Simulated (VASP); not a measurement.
**Al: single point with PBE**

The system is Al.

```
Al
1.0
     0.00000    2.01996    2.01996
     2.01996    0.00000    2.01996
     2.01996    2.01996    0.00000
Al
1
Direct
  0.00000 0.00000 0.00000
```

```json
{"Program": "VASP 6.6.1", "Task": "single point", "Functional": "PBE", "Potentials or basis": "VASP PAW PBE potentials, release 64 (Al)", "Cutoff": "520 eV", "k mesh": "13 × 13 × 13", "Occupations": "methfessel-paxton, width 0.6 eV", "Spin": "no spin polarisation"}
```

```json
{
 "Pressure": "0.0 GPa"
}
```

Levels at points of the mesh, in eV from the Fermi level:
```tsv
k point	band 1	band 2	band 3	band 4
(0.00, 0.00, 0.00)	-11.09	12.67	12.67	12.67
```

Wall time 10 s on 1 thread of AMD EPYC 7R13 Processor (Zen 3) (shared host), peak memory 0.1 GiB.
